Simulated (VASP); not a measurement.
Here is a VASP 6.6.1 calculation.

File INCAR:

```
SYSTEM = Cs
ALGO = Normal
EDIFF = 1E-6
ENCUT = 520
GGA = PE
ISIF = 2
ISMEAR = -1
LASPH = .TRUE.
LCHARG = .FALSE.
LREAL = .FALSE.
LWAVE = .FALSE.
NBANDS = 20
NELM = 80
PREC = Accurate
SIGMA = 0.08
```

KPOINTS

```
k-points
0
G
  4 4 6
  0 0 0
```

The input POSCAR:

```
Cs
1.0
    8.5273560836      0.0000000000      0.0000000000
   -4.2636780418      7.3849069956      0.0000000000
    0.0000000000      0.0000000000      5.0715815515
Cs
3
Direct
    0.0000000000      0.0000000000      0.0000000000
    0.3333333333      0.6666666667      0.5000000000
    0.6666666667      0.3333333333      0.5000000000
```

Potentials or basis: VASP PAW PBE potentials, release 64 (Cs_sv).

Run with:

```console
$ cat potpaw_PBE.64/Cs_sv/POTCAR > POTCAR
$ mpirun -np 1 vasp_std > vasp.out
```

**Question.** Predict the pressure.

**Answer.** 0.2 GPa.

**Question.** What does it give for the band gap on the k mesh?

**Answer.** Zero (an odd number of electrons rules out a gap without spin polarisation).

Caveat: spin-orbit coupling is left out, which moves the levels of the heavy elements.
